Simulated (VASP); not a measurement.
A run of VASP 6.6.1 is set up as follows.

The input INCAR:

```
ALGO = Normal
EDIFF = 1E-6
ENCUT = 520
GGA = PE
ISIF = 2
ISMEAR = -1
LASPH = T
LCHARG = T
LELF = T
LREAL = F
LVHAR = T
LWAVE = F
NBANDS = 16
NELM = 60
PREC = Accurate
SIGMA = 0.15
```

KPOINTS

```
k-points
0
Gamma
  9 9 8
```

Contents of POSCAR:

```
NbTe
1.0
    3.7933258519      0.0000000000      0.0000000000
   -1.8966629259      3.2851170099      0.0000000000
    0.0000000000      0.0000000000      3.7843490364
Nb Te
1 1
Direct
    0.0000000000      0.0000000000      0.5000000000
    0.6666666667      0.3333333333      0.0000000000
```

Potentials or basis: VASP PAW PBE potentials, release 64 (Nb_sv, Te).

Command:

```console
$ cat potpaw_PBE.64/Nb_sv/POTCAR potpaw_PBE.64/Te/POTCAR > POTCAR
$ mpirun -np 1 vasp_std > vasp.out
```

(1) Predict the pressure.

Results:

(1) -7.6 GPa.
